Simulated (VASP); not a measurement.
# Bi (Fd-3m) in VASP: further runs

The runs below take Bi through relaxation of cell and atoms, with PBE.

Program: VASP 6.6.1. These are calculated values, not measurements. Logs are shortened: lines on timing, memory, paths and dates and some standing lists are left out, and cuts for length are marked.

### 1 The cell of the first run

The structure is cubic, space group Fd-3m (No. 227). The conventional cell has a = 6.521 Å, b = 6.521 Å, c = 6.521 Å, α = 90.00°, β = 90.00°, γ = 90.00°. Within 3.7 Å of Bi (site symmetry -43m) lie 4 Bi at 2.82 Å.

This isn't the form of Bi at room conditions, which is rhombohedral.

### 2 Relaxation of cell and atoms, PBE, target pressure 6.3 GPa, at which the enthalpy is minimised

Contents of INCAR:

```
  PREC = Accurate
  ENCUT = 600
  EDIFF = 1E-7
  ISMEAR = -1
  SIGMA = 0.08
  LREAL = False
  LASPH = True
  NELM = 80
  ALGO = Normal
  ISIF = 3
  LWAVE = False
  LCHARG = False
  GGA = PE
  IBRION = 2
  NSW = 60
  EDIFFG = -0.005
  PSTRESS = 63.0
```

Contents of KPOINTS:

```
Automatic mesh
0
Gamma
  10 10 10
```

Contents of POSCAR:

```
Bi
1.0
    0.0000000000      3.2606041881      3.2606041881
    3.2606041881      0.0000000000      3.2606041881
    3.2606041881      3.2606041881      0.0000000000
Bi
2
Direct
   -0.1250000000     -0.1250000000     -0.1250000000
    0.1250000000      0.1250000000      0.1250000000
```

Potentials or basis: VASP PAW PBE potentials, release 64 (Bi_d).

Run with:

```console
$ cat potpaw_PBE.64/Bi_d/POTCAR > POTCAR
$ mpirun -np 1 vasp_std > vasp.out
```

OUTCAR:

```text
PREC = Accurate
   ENCUT = 600
   EDIFF = 1E-7
   ISMEAR = -1
   LREAL = False
   LASPH = True
   NELM = 80
   ISIF = 3
   GGA = PE
   IBRION = 2
   NSW = 60
   EDIFFG = -0.005
   PSTRESS = 63.0

 ion  position               nearest neighbor table
   1  0.875  0.875  0.875-   2 2.82   2 2.82   2 2.82   2 2.82
   2  0.125  0.125  0.125-   1 2.82   1 2.82   1 2.82   1 2.82

  LATTYP: Found a face centered cubic cell.
 ALAT       =     6.5212083762

  Lattice vectors:

 A1 = (   0.0000000000,   3.2606041881,   3.2606041881)
 A2 = (   3.2606041881,   0.0000000000,   3.2606041881)
 A3 = (   3.2606041881,   3.2606041881,   0.0000000000)

Analysis of symmetry for initial positions (statically):
=====================================================================
 Subroutine PRICEL returns:
 Original cell was already a primitive cell.

 Routine SETGRP: Setting up the symmetry group for a
 face centered cubic supercell.

 Subroutine GETGRP returns: Found 48 space group operations
 (whereof 12 operations were pure point group operations)
 out of a pool of 48 trial point group operations.

The static configuration has the point symmetry D_3d.
 The point group associated with its full space group is O_h .

Analysis of symmetry for dynamics (positions and initial velocities):
=====================================================================
 Subroutine PRICEL returns:
 Original cell was already a primitive cell.

 Routine SETGRP: Setting up the symmetry group for a
 face centered cubic supercell.

 Subroutine GETGRP returns: Found 48 space group operations
 (whereof 12 operations were pure point group operations)
 out of a pool of 48 trial point group operations.

The dynamic configuration has the point symmetry D_3d.
 The point group associated with its full space group is O_h .

 Subroutine INISYM returns: Found 48 space group operations
 (whereof 12 operations are pure point group operations),
 and found     1 'primitive' translations

----------------------------------------------------------------------------------------

                                     Primitive cell

  volume of cell :      69.3305

  direct lattice vectors                    reciprocal lattice vectors
     0.000000000  3.260604188  3.260604188    -0.153345813  0.153345813  0.153345813
     3.260604188  0.000000000  3.260604188     0.153345813 -0.153345813  0.153345813
     3.260604188  3.260604188  0.000000000     0.153345813  0.153345813 -0.153345813

  length of vectors
     4.611190664  4.611190664  4.611190664     0.265602739  0.265602739  0.265602739

  position of ions in fractional coordinates (direct lattice)
     0.875000000  0.875000000  0.875000000
     0.125000000  0.125000000  0.125000000

  ion indices of the primitive-cell ions
   primitive index   ion index
                 1           1
                 2           2

----------------------------------------------------------------------------------------

 KPOINTS: Automatic mesh

Automatic generation of k-mesh.
 Grid dimensions read from file:
 generate k-points for:   10   10   10

 Generating k-lattice:

  Cartesian coordinates                     Fractional coordinates (reciprocal lattice)
    -0.015334581  0.015334581  0.015334581     0.100000000  0.000000000  0.000000000
     0.015334581 -0.015334581  0.015334581     0.000000000  0.100000000  0.000000000
     0.015334581  0.015334581 -0.015334581     0.000000000  0.000000000  0.100000000

  Length of vectors
     0.026560274  0.026560274  0.026560274

  Shift w.r.t. Gamma in fractional coordinates (k-lattice)
     0.000000000  0.000000000  0.000000000

 Subroutine IBZKPT returns following result:
 ===========================================

 Found     47 irreducible k-points:

 Following reciprocal coordinates:
            Coordinates               Weight
  0.000000  0.000000  0.000000      1.000000
  0.100000  0.000000  0.000000      8.000000
  0.200000  0.000000  0.000000      8.000000
  0.300000  0.000000  0.000000      8.000000
  0.400000  0.000000  0.000000      8.000000
  0.500000  0.000000  0.000000      4.000000
[... 16 lines left out ...]
  0.300000  0.300000  0.000000      6.000000
  0.400000  0.300000  0.000000     24.000000
 [... further k-points ...]
   k-points           NKPTS =     47   k-points in BZ     NKDIM =     47   number of bands    NBANDS=     19
   number of dos      NEDOS =    301   number of ions     NIONS =      2
   total plane-waves  NPLWV =  64000
   dimension x,y,z NGX =    40 NGY =   40 NGZ =   40
   dimension x,y,z NGXF=    80 NGYF=   80 NGZF=   80
   ions per type =               2
   NGX,Y,Z   is equivalent  to a cutoff of  14.42, 14.42, 14.42 a.u.
   NGXF,Y,Z  is equivalent  to a cutoff of  28.84, 28.84, 28.84 a.u.
 SYSTEM =  unknown system
   PREC   = accura    normal or accurate (medium, high low for compatibility)
   ISTART =      0    job   : 0-new  1-cont  2-samecut
   ICHARG =      2    charge: 1-file 2-atom 10-const
   ISPIN  =      1    spin polarized calculation?
   LNONCOLLINEAR =      F non collinear calculations
   LSORBIT =      F    spin-orbit coupling
   LASPH  =      T    aspherical Exc in radial PAW
   ENCUT  =  600.0 eV  44.10 Ry    6.64 a.u.   9.21  9.21  9.21*2*pi/ulx,y,z
   NELM   =     80;   NELMIN=  2; NELMDL= -5     # of ELM steps
   EDIFF  = 0.1E-06   stopping-criterion for ELM
   LREAL  =      F    real-space projection
   EDIFFG = -.5E-02   stopping-criterion for IOM
   NSW    =     60    number of steps for IOM
   IBRION =      2    ionic relax: 0-MD 1-quasi-New 2-CG
   NFREE  =      1    steps in history (QN), initial steepest desc. (CG)
   ISIF   =      3    stress and relaxation
   ISYM   =      2    0-nonsym 1-usesym 2-fastsym
   POTIM  = 0.5000    time-step for ionic-motion
   TEBEG  =    0.0;   TEEND  =   0.0 temperature during run
   PSTRESS=   63.0 pullay stress
   NELECT =      30.0000    total number of electrons
   NUPDOWN=      -1.0000    fix difference up-down
   EMIN   =  10.00;   EMAX   =-10.00  energy-range for DOS
   EFERMI =   0.00;   METHOD = LEGACY
   ISMEAR =    -1;   SIGMA  =   0.08  broadening in eV -4-tet -1-fermi 0-gaus
   EFERMI_NEDOS =   21; number of points for ismear=-14 and -15
   IALGO  =     38    algorithm
   IMIX   =      4    mixing-type and parameters
     AMIX     =   0.40;   BMIX     =  1.00
     AMIX_MAG =   1.60;   BMIX_MAG =  1.00
  volume/ion in A,a.u.               =      34.67       233.93
  Fermi-wavevector in a.u.,A,eV,Ry     =   1.238247  2.339947 20.861198  1.533255
  Thomas-Fermi vector in A             =   2.372780
   LORBIT       =      0    0 simple, 1 ext, 2 COOP (PROOUT), +10 PAW based schemes
   GGA     = PE    functional components
   LHFCALC =     F    Hartree Fock is set to
   AEXX    =    0.0000 exact exchange contribution
   IVDW    =     0    specifies the selected vdW correction
   LEPSILON=     F    determine dielectric tensor
   LRPA    =     F    only Hartree local field effects (RPA)
 conjugate gradient relaxation of ions
 non-spin polarized calculation
  energy-cutoff  :      600.00
  volume of cell :       69.33
 maximum number of plane-waves:      2334
 NGX is ok and might be reduce to    40
   NGX = 19   NGY = 19   NGZ = 19

--------------------------------------- Ionic step        1  -------------------------------------------

 number of electron      30.0000002 magnetization

 Free energy of the ion-electron system (eV)
  ---------------------------------------------------
  ext. energy  EPLUGINS =         0.00000000
  ---------------------------------------------------
  free energy    TOTEN  =        -6.13454681 eV

  energy without entropy =       -6.10474365  energy(sigma->0) =       -6.11964523

 E-fermi :   6.7934     XC(G=0):  -9.3783

 val. band max:        6.7718633430   @ k =   0.5000   0.4000   0.1000
 cond. band min:       6.8044460765   @ k =   0.4000   0.3000   0.0000
 fundamental gap:      0.0325827335
 Fermi energy:         6.7933875669

 k-point     1 :       0.0000    0.0000    0.0000
  band No.  band energies     occupation
      1     -16.5574      2.00000
      2     -16.5574      2.00000
      3     -16.5574      2.00000
      4     -16.4579      2.00000
      5     -16.4579      2.00000
      6     -16.0207      2.00000
[... 505 lines left out ...]
      6     -16.2544      2.00000
[... 11 lines left out ...]
     18      11.3469      0.00000
     19      12.9389      0.00000

 [... further k-points ...]

------------------------ aborting loop because EDIFF is reached ----------------------------------------

  FORCE on cell =-STRESS in cart. coord.  units (eV):
  Direction    XX          YY          ZZ          XY          YZ          ZX
  --------------------------------------------------------------------------------------
  -------------------------------------------------------------------------------------
  Total        8.5791889      8.5791889      8.5791889     -0.0000000     -0.0000000      0.0000000
  in kB      198.2588442    198.2588442    198.2588442     -0.0000000     -0.0000000      0.0000000
  external PRESSURE =     135.2588442 kB  Pullay stress =      63.0000000 kB
[... 97 lines left out ...]
  energy  without entropy=       -7.1504460477  energy(sigma->0) =       -7.16288132

  enthalpy is  TOTEN    =        -3.8970743757 eV   P V=        3.2782422221

[... ionic steps 4 to 15 ...]

--------------------------------------- Ionic step       16  -------------------------------------------

 number of electron      29.9999994 magnetization

------------------------ aborting loop because EDIFF is reached ----------------------------------------
[... 71 lines left out ...]
--------------------------------------- Ionic step       18  -------------------------------------------

 number of electron      29.9999994 magnetization

 Free energy of the ion-electron system (eV)
  ---------------------------------------------------
  ext. energy  EPLUGINS =         0.00000000
  ---------------------------------------------------
  free energy    TOTEN  =        -7.15104341 eV

  energy without entropy =       -7.12607562  energy(sigma->0) =       -7.13855952

 E-fermi :   4.9087     XC(G=0):  -8.5553

 val. band max:        4.8740164942   @ k =   0.4000   0.3000   0.0000
 cond. band min:       4.9202905129   @ k =   0.2000   0.2000   0.0000
 fundamental gap:      0.0462740187
 Fermi energy:         4.9086883931

 k-point     1 :       0.0000    0.0000    0.0000
  band No.  band energies     occupation
      1     -18.0428      2.00000
      2     -18.0428      2.00000
      3     -18.0428      2.00000
      4     -17.9805      2.00000
      5     -17.9805      2.00000
      6     -17.7189      2.00000
[... 505 lines left out ...]
      6     -17.8598      2.00000
[... 11 lines left out ...]
     18       8.8225      0.00000
     19      10.3636      0.00000

 [... further k-points ...]

------------------------ aborting loop because EDIFF is reached ----------------------------------------

  FORCE on cell =-STRESS in cart. coord.  units (eV):
  Direction    XX          YY          ZZ          XY          YZ          ZX
  --------------------------------------------------------------------------------------
  -------------------------------------------------------------------------------------
  Total        3.2495029      3.2495029      3.2495029     -0.0000000      0.0000000      0.0000000
  in kB       62.9300846     62.9300846     62.9300846     -0.0000000      0.0000000      0.0000000
  external PRESSURE =      -0.0699154 kB  Pullay stress =      63.0000000 kB
[... 21 lines left out ...]
  energy  without entropy=       -7.1260756243  energy(sigma->0) =       -7.13855952

  enthalpy is  TOTEN    =        -3.8979303125 eV   P V=        3.2531131020

 reached required accuracy - stopping structural energy minimisation
```

Wall time 8.5 min (1 thread of Intel Xeon Platinum 8559C (Emerald Rapids), shared host); peak memory 0.3 GiB.

Results:

```yaml
Free_energy: -7.1510 eV
Relaxed_volume: 41.37 Å³/atom
Relaxed_cell: a = 4.891 Å, b = 4.891 Å, c = 4.891 Å, α = 60.00°, β = 60.00°, γ = 60.00°
Space_group_after_relaxing_to_0.1_Å: Fd-3m (No. 227)
Energy_change_on_relaxing_the_run_minimises_the_enthalpy: -508.2 meV/atom
Ionic_steps: 18
Pressure_after_relaxing: 6.3 GPa
Band_gap_on_the_k_mesh: zero (bands 15 and 16 overlap by 1.17 eV)
```

The path:
```tsv
step	energy change (eV)	largest force (eV/Å)	pressure (GPa)	volume (Å³)
1	0.0000	0.0000	19.83	69.33
2	-1.2220	0.0000	-1.56	103.04
3	-1.0408	0.0000	5.88	83.37
4	-1.0205	0.0000	6.23	82.83
5	-1.0092	0.0000	6.41	82.55
6	-1.0094	0.0000	6.41	82.55
7	-1.0097	0.0000	6.41	82.56
8	-1.0097	0.0000	6.41	82.56
9	-1.0098	0.0000	6.41	82.56
10	-1.0098	0.0000	6.41	82.56
11	-1.0098	0.0000	6.41	82.56
12	-1.0098	0.0000	6.41	82.56
13	-1.0100	0.0000	6.41	82.57
14	-1.0102	0.0000	6.40	82.57
15	-1.0106	0.0000	6.39	82.58
16	-1.0114	0.0000	6.38	82.60
17	-1.0131	0.0000	6.35	82.65
18	-1.0165	0.0000	6.29	82.73
```

Final structure:
```
Bi
1.0
     0.00000    3.45844    3.45844
     3.45844    0.00000    3.45844
     3.45844    3.45844    0.00000
Bi
2
Direct
  0.87500 0.87500 0.87500
  0.12500 0.12500 0.12500
```

Levels at points of the mesh, in eV from the Fermi level:
| k point | band 13 | band 14 | band 15 | band 16 | band 17 | band 18 |
| --- | --- | --- | --- | --- | --- | --- |
| (0.00, 0.00, 0.00) | -1.41 | -1.41 | -1.41 | 0.91 | 0.91 | 0.91 |
| (0.50, 0.00, 0.00) | -2.58 | -2.35 | -2.35 | 2.06 | 2.06 | 4.60 |
| (0.50, 0.50, 0.00) | -3.36 | -3.36 | -0.48 | -0.48 | 5.07 | 5.07 |

Caveat: the cell is relaxed towards a set pressure, so the run minimises the enthalpy, not the energy; the volume moved by over 15 % at a fixed basis, so the end points are rough; spin-orbit coupling is left out, which moves the levels of the heavy elements.

[end of part 1 of 2]

The gap in the log of VASP goes by the Fermi energy; the results here count the filled bands.